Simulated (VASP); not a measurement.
# AlCo (CsCl type) (Pm-3m) in VASP: further runs, part 2 of 2

VASP 6.6.1. The steps go on from the part before.

## Step 4: Single point, HSE06

POSCAR

```
AlCo
1.0
    2.7718781547      0.0000000000      0.0000000000
    0.0000000000      2.7718781547      0.0000000000
    0.0000000000      0.0000000000      2.7718781547
Co Al
1 1
Direct
    0.0000000000      0.0000000000      0.0000000000
    0.5000000000      0.5000000000      0.5000000000
```

INCAR.step1

```
SYSTEM = AlCo
ALGO = Normal
EDIFF = 1E-5
ENCUT = 510
GGA = PE
GGA_COMPAT = .FALSE.
ISIF = 2
ISMEAR = -1
LASPH = .TRUE.
LCHARG = .FALSE.
LREAL = .FALSE.
LWAVE = .TRUE.
NBANDS = 17
NELM = 120
PREC = Accurate
SIGMA = 0.1
```

INCAR.step2

```
SYSTEM = AlCo
ALGO = Normal
EDIFF = 1E-6
ENCUT = 510
GGA = PE
GGA_COMPAT = .FALSE.
HFSCREEN = 0.2079
ISIF = 2
ISMEAR = -1
ISTART = 1
LASPH = .TRUE.
LCHARG = .FALSE.
LHFCALC = .TRUE.
LREAL = .FALSE.
LWAVE = .FALSE.
NBANDS = 17
NELM = 120
PREC = Accurate
PRECFOCK = Normal
SIGMA = 0.1
```

KPOINTS

```
k-points
0
G
  4 4 4
  0 0 0
```

Potentials or basis: VASP PAW PBE potentials, release 64 (Co_sv, Al).

Command:

```sh
$ cat potpaw_PBE.64/Co_sv/POTCAR potpaw_PBE.64/Al/POTCAR > POTCAR
$ cp INCAR.step1 INCAR
$ mpirun -np 1 vasp_std > vasp.out
$ cp INCAR.step2 INCAR
$ mpirun -np 1 vasp_std > vasp.out
```

OUTCAR:

```text
SYSTEM = AlCo
   EDIFF = 1E-6
   ENCUT = 510
   GGA = PE
   HFSCREEN = 0.2079
   ISIF = 2
   ISMEAR = -1
   ISTART = 1
   LASPH = .TRUE.
   LHFCALC = .TRUE.
   LREAL = .FALSE.
   NELM = 120
   PREC = Accurate
   PRECFOCK = Normal

 ion  position               nearest neighbor table
   1  0.000  0.000  0.000-   2 2.40   2 2.40   2 2.40   2 2.40   2 2.40   2 2.40   2 2.40   2 2.40

   2  0.500  0.500  0.500-   1 2.40   1 2.40   1 2.40   1 2.40   1 2.40   1 2.40   1 2.40   1 2.40

  LATTYP: Found a simple cubic cell.
 ALAT       =     2.7718781547

  Lattice vectors:

 A1 = (   2.7718781547,   0.0000000000,   0.0000000000)
 A2 = (   0.0000000000,   2.7718781547,   0.0000000000)
 A3 = (   0.0000000000,   0.0000000000,   2.7718781547)

Analysis of symmetry for initial positions (statically):
=====================================================================
 Subroutine PRICEL returns:
 Original cell was already a primitive cell.

 Routine SETGRP: Setting up the symmetry group for a
 simple cubic supercell.

[... 153 lines left out ...]
  ---------------------------------------------------
  free energy    TOTEN  =       -14.14327029 eV

  energy without entropy =      -14.11651164  energy(sigma->0) =      -14.12989097

 E-fermi :  12.4162     XC(G=0): -10.5158

 val. band max:       12.0751140125   @ k =   0.5000   0.5000   0.2500
 cond. band min:      12.4519585311   @ k =   0.5000   0.5000   0.5000
 fundamental gap:      0.3768445187
 Fermi energy:        12.4162194580

 k-point     1 :       0.0000    0.0000    0.0000
  band No.  band energies     occupation
      1     -88.4861      2.00000
      2     -50.1260      2.00000
      3     -50.1260      2.00000
      4     -50.1260      2.00000
      5      -0.6878      2.00000
      6       8.3260      2.00000
[... 177 lines left out ...]
      4     -50.1999      2.00000
      5       6.5443      2.00000
      6       6.5443      2.00000
[... 9 lines left out ...]
     16      18.5520      0.00000
     17      23.8508      0.00000

------------------------ aborting loop because EDIFF is reached ----------------------------------------

  FORCE on cell =-STRESS in cart. coord.  units (eV):
  Direction    XX          YY          ZZ          XY          YZ          ZX
  --------------------------------------------------------------------------------------
  -------------------------------------------------------------------------------------
  Total        1.2561639      1.2561639      1.2561639     -0.0000000     -0.0000000      0.0000000
  in kB       94.5005853     94.5005853     94.5005853     -0.0000000     -0.0000000      0.0000000
  external PRESSURE =      94.5005853 kB  Pullay stress =       0.0000000 kB

 VOLUME and BASIS-vectors are now :
 -----------------------------------------------------------------------------
  energy-cutoff  :      510.00
  volume of cell :       21.30
      direct lattice vectors                 reciprocal lattice vectors
     2.771878155  0.000000000  0.000000000     0.360766218  0.000000000  0.000000000
     0.000000000  2.771878155  0.000000000     0.000000000  0.360766218  0.000000000
     0.000000000  0.000000000  2.771878155     0.000000000  0.000000000  0.360766218

 POSITION                                       TOTAL-FORCE (eV/Angst)
 -----------------------------------------------------------------------------------
      0.00000      0.00000      0.00000         0.000000      0.000000      0.000000
      1.38594      1.38594      1.38594         0.000000      0.000000      0.000000
 -----------------------------------------------------------------------------------
    total drift:                                0.000000      0.000000      0.000001

  FREE ENERGIE OF THE ION-ELECTRON SYSTEM (eV)
  ---------------------------------------------------
  free  energy   TOTEN  =       -14.1432702910 eV

  energy  without entropy=      -14.1165116434  energy(sigma->0) =      -14.12989097
```

OUTCAR.step1:

```text
SYSTEM = AlCo
   EDIFF = 1E-5
   ENCUT = 510
   GGA = PE
   ISIF = 2
   ISMEAR = -1
   LASPH = .TRUE.
[... 404 lines left out ...]
      0.00000      0.00000      0.00000         0.000000      0.000000      0.000000
      1.38594      1.38594      1.38594         0.000000      0.000000      0.000000
 -----------------------------------------------------------------------------------
    total drift:                                0.000000      0.000000      0.000000

  FREE ENERGIE OF THE ION-ELECTRON SYSTEM (eV)
  ---------------------------------------------------
  free  energy   TOTEN  =       -11.8296453060 eV

  energy  without entropy=      -11.7729668084  energy(sigma->0) =      -11.80130606
```

OSZICAR.step1:

```text
N       E                     dE             d eps       ncg     rms          rms(c)
DAV:   1     0.165350836970E+03    0.16535E+03   -0.10923E+04   455   0.229E+03
DAV:   2    -0.623780796999E+01   -0.17159E+03   -0.16422E+03   466   0.569E+02
DAV:   3    -0.136326850410E+02   -0.73949E+01   -0.72841E+01   488   0.118E+02
DAV:   4    -0.137797152243E+02   -0.14703E+00   -0.14694E+00   470   0.147E+01
DAV:   5    -0.137872200068E+02   -0.75048E-02   -0.75043E-02   487   0.268E+00    0.160E+01
DAV:   6    -0.164523202133E+02   -0.26651E+01   -0.33108E+01   373   0.139E+02    0.274E+01
DAV:   7    -0.118451361333E+02    0.46072E+01   -0.13162E+01   384   0.853E+01    0.257E+00
DAV:   8    -0.118406281893E+02    0.45079E-02   -0.18953E-01   388   0.484E+00    0.165E+00
DAV:   9    -0.118312997517E+02    0.93284E-02   -0.21585E-02   501   0.199E+00    0.537E-01
DAV:  10    -0.118297177530E+02    0.15820E-02   -0.46003E-03   421   0.164E+00    0.159E-01
DAV:  11    -0.118296717183E+02    0.46035E-04   -0.39966E-04   435   0.478E-01    0.767E-02
DAV:  12    -0.118296453557E+02    0.26363E-04   -0.66851E-05   419   0.185E-01    0.106E-02
DAV:  13    -0.118296453060E+02    0.49702E-07   -0.19070E-06   217   0.158E-02
   1 F= -.11829645E+02 E0= -.11801306E+02  d E =-.566785E-01
```

Run time: 2.1 min. Hardware: 1 thread of Intel Xeon Platinum 8488C (Sapphire Rapids), shared host; peak memory 0.23 GiB.

Results:

```
Free energy            : -14.1433 eV
Pressure               : 9.5 GPa
Band gap on the k mesh : zero (bands 10 and 11 overlap by 2.55 eV)
```

Caveat: the k points lie up to 0.57 Å⁻¹ apart, too coarse for converged energies and pressures of a metal; the PAW data sets were made with another functional, which shifts forces and pressure a little; the run has no spin polarisation, though such a crystal can be magnetic.

The gap in the log of VASP goes by the Fermi energy; the results here count the filled bands.